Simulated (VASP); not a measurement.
Here is a VASP 6.6.1 calculation.

File INCAR:

```
PREC     = Accurate       # precision mode
ENCUT    = 520            # plane-wave cutoff, eV
EDIFF    = 1E-7           # SCF threshold, eV
ISMEAR   = 0              # smearing method
SIGMA    = 0.1            # smearing width, eV
LREAL    = False          # projectors in reciprocal space
LASPH    = True           # aspherical terms in the spheres
NELM     = 80             # most SCF steps
ALGO     = Fast           # electronic algorithm
ISIF     = 2              # what is computed and relaxed
LWAVE    = False          # write WAVECAR
LCHARG   = False          # write CHGCAR
GGA      = PE             # functional
NBANDS   = 38             # bands
```

File KPOINTS:

```
Automatic mesh
0
Gamma
  12 12 4
```

The input POSCAR:

```
Sc5Al
1.0
    3.3167128527      0.0000000000      0.0000000000
    0.0000000000      3.3167128527      0.0000000000
    0.0000000000      0.0000000000     13.2933861180
Sc Al
5 1
Direct
    0.0000000000      0.0000000000      0.6414137562
    0.5000000000      0.5000000000      0.8213362411
    0.0000000000      0.0000000000      0.0000000000
    0.5000000000      0.5000000000      0.1786637589
    0.0000000000      0.0000000000      0.3585862438
    0.5000000000      0.5000000000      0.5000000000
```

Potentials or basis: VASP PAW PBE potentials, release 64 (Sc_sv, Al).

Command:

```console
$ cat potpaw_PBE.64/Sc_sv/POTCAR potpaw_PBE.64/Al/POTCAR > POTCAR
$ mpirun -np 1 vasp_std > vasp.out
```

Task: What does it give for the band gap on the k mesh?

Result: Zero (bands 29 and 30 overlap by 0.69 eV).

Task: Predict the largest force.

Result: 0.010 eV/Å.

Task: Estimate the pressure.

Result: -3.0 GPa.

Forces on the atoms (eV/Å):
```
Sc   0.000  0.000  0.010
Sc   0.000  0.000  0.006
Sc   0.000  0.000  0.000
Sc   0.000  0.000 -0.006
Sc   0.000  0.000 -0.010
Al   0.000  0.000  0.000
```

Caveat: the cell stands under tension.
